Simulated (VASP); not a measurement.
Write the native input for VASP 6.6.1 that does the following.

- Task: single point
- Functional: PBE
- Potentials or basis: VASP PAW PBE potentials, release 64 (Hf_pv)
- Cutoff: 520 eV
- k mesh: 19 × 19 × 10
- Occupations: fermi-dirac, width 0.1 eV
- Spin: no spin polarisation
- Dipole correction: no
- Further INCAR settings: ALGO = Normal; EDIFF = 1e-06; NBANDS = 17

The structure of Hf lies in POSCAR:

```
Hf
1.0
    3.1611965116      0.0000000000      0.0000000000
   -1.5805982558      2.7376764854      0.0000000000
    0.0000000000      0.0000000000      5.0052480305
Hf
2
Direct
    0.3333333333      0.6666666667      0.2500000000
    0.6666666667      0.3333333333      0.7500000000
```

The input as run:

INCAR

```
  PREC = Accurate
  ENCUT = 520
  EDIFF = 1E-6
  ISMEAR = -1
  SIGMA = 0.1
  LREAL = False
  LASPH = True
  NELM = 60
  ALGO = Normal
  ISIF = 2
  LWAVE = False
  LCHARG = True
  GGA = PE
  LELF = True
  LVHAR = True
  NBANDS = 17
```

KPOINTS

```
Automatic mesh
0
Gamma
  19 19 10
```

Potentials or basis: VASP PAW PBE potentials, release 64 (Hf_pv).

The run is started by

```bash
$ cat potpaw_PBE.64/Hf_pv/POTCAR > POTCAR
$ mpirun -np 1 vasp_std > vasp.out
```

It gave:

```json
{
  "Pressure": "4.2 GPa",
  "Band gap on the k mesh": "zero (bands 10 and 11 overlap by 1.66 eV)"
}
```

Caveat: the cell stands under pressure; spin-orbit coupling is left out, which moves the levels of the heavy elements.

Run time: 70 s on 1 thread of Intel(R) Xeon(R) Platinum 8488C (Sapphire Rapids) (shared host), peak memory 0.27 GiB.
